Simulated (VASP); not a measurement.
# BiTe (P4/nmm) in VASP: a series of runs

Runs on BiTe. Level: PBE. Tasks: single point.

All numbers are computed with VASP 6.6.1; they aren't measurements. Logs are shortened: lines on timing, memory, paths and dates and some standing lists are left out, and cuts for length are marked.

### Step 1. The cell of the first run

The structure is tetragonal, space group P4/nmm (No. 129). The conventional cell has a = 5.740 Å, b = 5.740 Å, c = 4.379 Å, α = 90.00°, β = 90.00°, γ = 90.00°. Bi (site symmetry 4mm) has 8 Te at 3.14 to 4.22 Å and 6 Bi at 4.38 to 4.45 Å within 4.5 Å. Te (site symmetry -4m2) has 8 Bi at 3.14 to 4.22 Å and 6 Te at 4.06 to 4.38 Å within 4.4 Å.

### Step 2. Single point, PBE (36.07 Å³/atom)

Contents of INCAR:

```
PREC     = Accurate       # precision mode
ENCUT    = 520            # plane-wave cutoff, eV
EDIFF    = 1E-7           # SCF threshold, eV
ISMEAR   = 0              # smearing method
SIGMA    = 0.05           # smearing width, eV
LREAL    = False          # projectors in reciprocal space
LASPH    = True           # aspherical terms in the spheres
NELM     = 60             # most SCF steps
ALGO     = Normal         # electronic algorithm
ISIF     = 2              # what is computed and relaxed
LWAVE    = False          # write WAVECAR
LCHARG   = True           # write CHGCAR
GGA      = PE             # functional
LELF     = True           # ELF
LVHAR    = True         
NBANDS   = 29             # bands
```

Contents of KPOINTS:

```
regular mesh
0
Gamma
  6 6 8
```

Contents of POSCAR:

```
BiTe
1.0
    5.7400832253      0.0000000000      0.0000000000
    0.0000000000      5.7400832253      0.0000000000
    0.0000000000      0.0000000000      4.3786361002
Bi Te
2 2
Direct
    0.5000000000      0.0000000000      0.2928672903
    0.0000000000      0.5000000000      0.7071327097
    0.0000000000      0.0000000000      0.0000000000
    0.5000000000      0.5000000000      0.0000000000
```

Potentials or basis: VASP PAW PBE potentials, release 64 (Bi_d, Te).

Run with:

```bash
$ cat potpaw_PBE.64/Bi_d/POTCAR potpaw_PBE.64/Te/POTCAR > POTCAR
$ mpirun -np 1 vasp_std > vasp.out
```

OUTCAR:

```text
PREC = Accurate
   ENCUT = 520
   EDIFF = 1E-7
   ISMEAR = 0
   LREAL = False
   LASPH = True
   NELM = 60
   ISIF = 2
   GGA = PE

 ion  position               nearest neighbor table
   1  0.500  0.000  0.293-   3 3.14   4 3.14   4 3.14   3 3.14
   2  0.000  0.500  0.707-   3 3.14   4 3.14   3 3.14   4 3.14
   3  0.000  0.000  0.000-   1 3.14   2 3.14   2 3.14   1 3.14
   4  0.500  0.500  0.000-   1 3.14   2 3.14   1 3.14   2 3.14

  LATTYP: Found a simple tetragonal cell.
 ALAT       =     5.7400832253
 C/A-ratio  =     0.7628175287

  Lattice vectors:

 A1 = (   5.7400832253,   0.0000000000,   0.0000000000)
 A2 = (   0.0000000000,   5.7400832253,   0.0000000000)
 A3 = (   0.0000000000,   0.0000000000,   4.3786361002)

Analysis of symmetry for initial positions (statically):
=====================================================================
 Subroutine PRICEL returns:
 Original cell was already a primitive cell.

 Routine SETGRP: Setting up the symmetry group for a
 simple tetragonal supercell.

 Subroutine GETGRP returns: Found 16 space group operations
 (whereof  8 operations were pure point group operations)
 out of a pool of 16 trial point group operations.

The static configuration has the point symmetry D_2d.
 The point group associated with its full space group is D_4h.

Analysis of symmetry for dynamics (positions and initial velocities):
=====================================================================
 Subroutine PRICEL returns:
 Original cell was already a primitive cell.

 Routine SETGRP: Setting up the symmetry group for a
 simple tetragonal supercell.

 Subroutine GETGRP returns: Found 16 space group operations
 (whereof  8 operations were pure point group operations)
 out of a pool of 16 trial point group operations.

The dynamic configuration has the point symmetry D_2d.
 The point group associated with its full space group is D_4h.

 Subroutine INISYM returns: Found 16 space group operations
 (whereof  8 operations are pure point group operations),
 and found     1 'primitive' translations

----------------------------------------------------------------------------------------

[... 86 lines left out ...]
 SYSTEM =  unknown system
   PREC   = accura    normal or accurate (medium, high low for compatibility)
   ISTART =      0    job   : 0-new  1-cont  2-samecut
   ICHARG =      2    charge: 1-file 2-atom 10-const
   ISPIN  =      1    spin polarized calculation?
   LNONCOLLINEAR =      F non collinear calculations
   LSORBIT =      F    spin-orbit coupling
   LASPH  =      T    aspherical Exc in radial PAW
   ENCUT  =  520.0 eV  38.22 Ry    6.18 a.u.  10.67 10.67  8.14*2*pi/ulx,y,z
   NELM   =     60;   NELMIN=  2; NELMDL= -5     # of ELM steps
   EDIFF  = 0.1E-06   stopping-criterion for ELM
   LREAL  =      F    real-space projection
   EDIFFG = 0.1E-05   stopping-criterion for IOM
   NSW    =      0    number of steps for IOM
   IBRION =     -1    ionic relax: 0-MD 1-quasi-New 2-CG
   NFREE  =      0    steps in history (QN), initial steepest desc. (CG)
   ISIF   =      2    stress and relaxation
   ISYM   =      2    0-nonsym 1-usesym 2-fastsym
   POTIM  = 0.5000    time-step for ionic-motion
   TEBEG  =    0.0;   TEEND  =   0.0 temperature during run
   PSTRESS=    0.0 pullay stress
   NELECT =      42.0000    total number of electrons
   NUPDOWN=      -1.0000    fix difference up-down
   EMIN   =  10.00;   EMAX   =-10.00  energy-range for DOS
   EFERMI =   0.00;   METHOD = LEGACY
   ISMEAR =     0;   SIGMA  =   0.05  broadening in eV -4-tet -1-fermi 0-gaus
   EFERMI_NEDOS =   21; number of points for ismear=-14 and -15
   IALGO  =     38    algorithm
   IMIX   =      4    mixing-type and parameters
     AMIX     =   0.40;   BMIX     =  1.00
     AMIX_MAG =   1.60;   BMIX_MAG =  1.00
  volume/ion in A,a.u.               =      36.07       243.40
  Fermi-wavevector in a.u.,A,eV,Ry     =   1.085008  2.050367 16.017348  1.177242
  Thomas-Fermi vector in A             =   2.221111
   LORBIT       =      0    0 simple, 1 ext, 2 COOP (PROOUT), +10 PAW based schemes
   GGA     = PE    functional components
   LHFCALC =     F    Hartree Fock is set to
   AEXX    =    0.0000 exact exchange contribution
   IVDW    =     0    specifies the selected vdW correction
   LEPSILON=     F    determine dielectric tensor
   LRPA    =     F    only Hartree local field effects (RPA)
 non-spin polarized calculation
 Gauss-broadening in eV      SIGMA  =   0.05
  energy-cutoff  :      520.00
  volume of cell :      144.27
 maximum number of plane-waves:      3904
 NGX is ok and might be reduce to    48
   NGX = 21   NGY = 21   NGZ = 17

 number of electron      42.0000007 magnetization

 Free energy of the ion-electron system (eV)
  ---------------------------------------------------
  ext. energy  EPLUGINS =         0.00000000
  ---------------------------------------------------
  free energy    TOTEN  =       -13.90946545 eV

  energy without entropy =      -13.90678120  energy(sigma->0) =      -13.90812332

 E-fermi :   6.0980     XC(G=0):  -9.1550

 val. band max:        6.0645742840   @ k =   0.1667   0.0000   0.2500
 cond. band min:       6.1034430968   @ k =   0.5000   0.0000   0.0000
 fundamental gap:      0.0388688129
 Fermi energy:         6.0980300050

 k-point     1 :       0.0000    0.0000    0.0000
  band No.  band energies     occupation
      1     -17.3406      2.00000
      2     -17.3331      2.00000
      3     -17.3278      2.00000
      4     -17.3201      2.00000
      5     -17.2752      2.00000
      6     -17.2752      2.00000
[... 757 lines left out ...]
     28      12.1042      0.00000
     29      12.6878      0.00000

 [... further k-points ...]
[... 5 lines left out ...]
  --------------------------------------------------------------------------------------
  -------------------------------------------------------------------------------------
  Total       -0.6690916     -0.6690916     -0.5918425      0.0000000     -0.0000000      0.0000000
  in kB       -7.4305499     -7.4305499     -6.5726655      0.0000000     -0.0000000      0.0000000
  external PRESSURE =      -7.1445885 kB  Pullay stress =       0.0000000 kB

 VOLUME and BASIS-vectors are now :
 -----------------------------------------------------------------------------
  energy-cutoff  :      520.00
  volume of cell :      144.27
      direct lattice vectors                 reciprocal lattice vectors
     5.740083225  0.000000000  0.000000000     0.174213502  0.000000000  0.000000000
     0.000000000  5.740083225  0.000000000     0.000000000  0.174213502  0.000000000
     0.000000000  0.000000000  4.378636100     0.000000000  0.000000000  0.228381619

 POSITION                                       TOTAL-FORCE (eV/Angst)
 -----------------------------------------------------------------------------------
      2.87004      0.00000      1.28236        -0.000000     -0.000000     -0.007796
      0.00000      2.87004      3.09628         0.000000     -0.000000      0.007796
      0.00000      0.00000      0.00000         0.000000      0.000000      0.000000
      2.87004      2.87004      0.00000         0.000000     -0.000000      0.000000
 -----------------------------------------------------------------------------------
    total drift:                                0.000000      0.000000     -0.000000

  FREE ENERGIE OF THE ION-ELECTRON SYSTEM (eV)
  ---------------------------------------------------
  free  energy   TOTEN  =       -13.9094654467 eV

  energy  without entropy=      -13.9067811974  energy(sigma->0) =      -13.90812332
```

OSZICAR:

```text
N       E                     dE             d eps       ncg     rms          rms(c)
DAV:   1     0.390761025692E+03    0.39076E+03   -0.19757E+04  2900   0.144E+03
DAV:   2     0.255086643723E+02   -0.36525E+03   -0.35619E+03  2985   0.380E+02
DAV:   3    -0.124551028088E+02   -0.37964E+02   -0.37205E+02  3604   0.137E+02
DAV:   4    -0.139771777862E+02   -0.15221E+01   -0.15175E+01  3336   0.290E+01
DAV:   5    -0.140524172696E+02   -0.75239E-01   -0.75234E-01  4239   0.634E+00    0.677E+00
DAV:   6    -0.139041421136E+02    0.14828E+00   -0.47219E-01  3455   0.332E+00    0.453E+00
DAV:   7    -0.139104542335E+02   -0.63121E-02   -0.11351E-01  3636   0.134E+00    0.106E+00
DAV:   8    -0.139091685345E+02    0.12857E-02   -0.14466E-02  3301   0.693E-01    0.374E-01
DAV:   9    -0.139094488233E+02   -0.28029E-03   -0.22611E-03  3283   0.241E-01    0.966E-02
DAV:  10    -0.139094552387E+02   -0.64154E-05   -0.13143E-04  3929   0.618E-02    0.489E-02
DAV:  11    -0.139094715342E+02   -0.16296E-04   -0.90314E-05  3464   0.519E-02    0.123E-02
DAV:  12    -0.139094652660E+02    0.62682E-05   -0.21089E-05  3280   0.262E-02    0.516E-03
DAV:  13    -0.139094655093E+02   -0.24327E-06   -0.36683E-06  2977   0.919E-03    0.434E-03
DAV:  14    -0.139094654467E+02    0.62568E-07   -0.22254E-07  2665   0.243E-03
   1 F= -.13909465E+02 E0= -.13908123E+02  d E =-.268425E-02
```

stdout:

```text
POSCAR found type information on POSCAR BiTe
 POSCAR found :  2 types and       4 ions
 scaLAPACK will be used
 LDA part: xc-table for (Slater+PW92), standard interpolation
 POSCAR, INCAR and KPOINTS ok, starting setup
 FFT: planning ... GRIDC
 FFT: planning ... GRID_SOFT
 FFT: planning ... GRID
 WAVECAR not read
 entering main loop
```

Run time: 2.2 min. Hardware: 1 thread of Intel Xeon 6975P-C (Granite Rapids), shared host; peak memory 0.38 GiB.

Results:

```
Free energy            : -13.9095 eV
Pressure               : -0.7 GPa
Largest force          : 0.008 eV/Å
Band gap on the k mesh : zero (bands 21 and 22 overlap by 2.22 eV)
```

Forces in eV/Å, atoms in the order of the input:
```
Bi   0.000  0.000 -0.008
Bi   0.000  0.000  0.008
Te   0.000  0.000  0.000
Te   0.000  0.000  0.000
```

Stress tensor (GPa, compression positive):
```
-0.74  0.00  0.00
 0.00 -0.74  0.00
 0.00  0.00 -0.66
```

Caveat: spin-orbit coupling is left out, which moves the levels of the heavy elements.

### Step 3. Single point, PBE, non-collinear spin, zero start, spin-orbit coupling

This run uses another cell than the first one, of 32.79 Å³/atom.

Contents of INCAR:

```
SYSTEM = BiTe
PREC     = Accurate       ! precision mode
ENCUT    = 520            ! plane-wave cutoff, eV
EDIFF    = 1E-7           ! SCF threshold, eV
ISMEAR   = 0              ! smearing method
SIGMA    = 0.05           ! smearing width, eV
LREAL    = .False.        ! projectors in reciprocal space
LASPH    = .True.         ! aspherical terms in the spheres
NELM     = 150            ! most SCF steps
ALGO     = Normal         ! electronic algorithm
ISIF     = 2              ! what is computed and relaxed
LWAVE    = .False.        ! write WAVECAR
LCHARG   = .False.        ! write CHGCAR
LNONCOLLINEAR= .True.         ! non-collinear magnetism
MAGMOM   = 0 0 0 0 0 0 0 0 0 0 0 0 ! initial moments
LORBIT   = 11             ! projections on sites
LSORBIT  = .True.         ! spin-orbit coupling
GGA_COMPAT= .False.      
LORBMOM  = .True.       
GGA      = PE             ! functional
NBANDS   = 56             ! bands
KPAR     = 4
```

Contents of KPOINTS:

```
Automatic mesh
0
Gamma
  6 6 8
  0 0 0
```

Contents of POSCAR:

```
BiTe
1.0
    5.6167168829      0.0000000000      0.0000000000
    0.0000000000      5.6167168829      0.0000000000
    0.0000000000      0.0000000000      4.1573585344
Bi Te
2 2
Direct
    0.5000000000      0.0000000000      0.3493954278
    0.0000000000      0.5000000000      0.6506045722
    0.0000000000      0.0000000000      0.0000000000
    0.5000000000      0.5000000000      0.0000000000
```

Potentials or basis: VASP PAW PBE potentials, release 64 (Bi_d, Te).

Run with:

```bash
$ cat potpaw_PBE.64/Bi_d/POTCAR potpaw_PBE.64/Te/POTCAR > POTCAR
$ mpirun -np 4 vasp_ncl > vasp.out
```

OUTCAR:

```text
SYSTEM = BiTe
   PREC = Accurate
   ENCUT = 520
   EDIFF = 1E-7
   ISMEAR = 0
   LREAL = .False.
   LASPH = .True.
   NELM = 150
   ISIF = 2
   LNONCOLLINEAR = .True.
   LORBIT = 11
   LSORBIT = .True.
   GGA = PE

 ion  position               nearest neighbor table
   1  0.500  0.000  0.349-   3 3.16   4 3.16   4 3.16   3 3.16
   2  0.000  0.500  0.651-   3 3.16   4 3.16   3 3.16   4 3.16
   3  0.000  0.000  0.000-   1 3.16   2 3.16   2 3.16   1 3.16
   4  0.500  0.500  0.000-   1 3.16   2 3.16   1 3.16   2 3.16

  LATTYP: Found a simple tetragonal cell.
 ALAT       =     5.6167168829
 C/A-ratio  =     0.7401759108

  Lattice vectors:

 A1 = (   5.6167168829,   0.0000000000,   0.0000000000)
 A2 = (   0.0000000000,   5.6167168829,   0.0000000000)
 A3 = (   0.0000000000,   0.0000000000,   4.1573585344)

Analysis of symmetry for initial positions (statically):
=====================================================================
[... 1726 lines left out ...]

 total charge

# of ion       s       p       d       tot
------------------------------------------
    1        1.568   1.185   9.927  12.680
    2        1.568   1.185   9.927  12.680
    3        1.408   1.892   0.032   3.332
    4        1.408   1.892   0.032   3.332
--------------------------------------------------
tot          5.952   6.154  19.919  32.024

 magnetization (x)

# of ion       s       p       d       tot
------------------------------------------
    1        0.000   0.000   0.000   0.000
    2        0.000   0.000   0.000   0.000
    3        0.000   0.000   0.000   0.000
    4        0.000   0.000   0.000   0.000
--------------------------------------------------
tot          0.000   0.000   0.000   0.000

 magnetization (y)

# of ion       s       p       d       tot
------------------------------------------
    1        0.000   0.000   0.000   0.000
    2        0.000   0.000   0.000   0.000
    3        0.000   0.000   0.000   0.000
    4        0.000   0.000   0.000   0.000
--------------------------------------------------
tot          0.000   0.000   0.000   0.000

 magnetization (z)

# of ion       s       p       d       tot
------------------------------------------
    1        0.000   0.000   0.000   0.000
    2        0.000   0.000   0.000   0.000
    3        0.000  -0.000   0.000  -0.000
    4        0.000   0.000   0.000   0.000
--------------------------------------------------
tot          0.000   0.000   0.000   0.000
```

It took 5.8 min on 4 MPI ranks of Oxide Virtual Turin-like, shared host; peak memory 0.79 GiB.

Results:

```yaml
Free_energy: -15.7820 eV
Pressure: 1.0 GPa
Largest_force: 0.102 eV/Å
Net_moment: 0.00 μB per cell
Valence_electrons_inside_the_program's_atomic_spheres: Bi 12.68; Te 3.33
```

Forces in eV/Å, atoms in the order of the input:
```
Bi   0.000  0.000  0.102
Bi   0.000  0.000 -0.102
Te   0.000  0.000  0.000
Te   0.000  0.000  0.000
```

Stress tensor (GPa, compression positive):
```
1.07 0.00 0.00
0.00 1.07 0.00
0.00 0.00 0.78
```

Moments on the atoms (μB; x, y, z):
```
Bi  0.00 0.00 0.00
Bi  0.00 0.00 0.00
Te  0.00 0.00 0.00
Te  0.00 0.00 0.00
```

The gap in the log of VASP goes by the Fermi energy; the results here count the filled bands.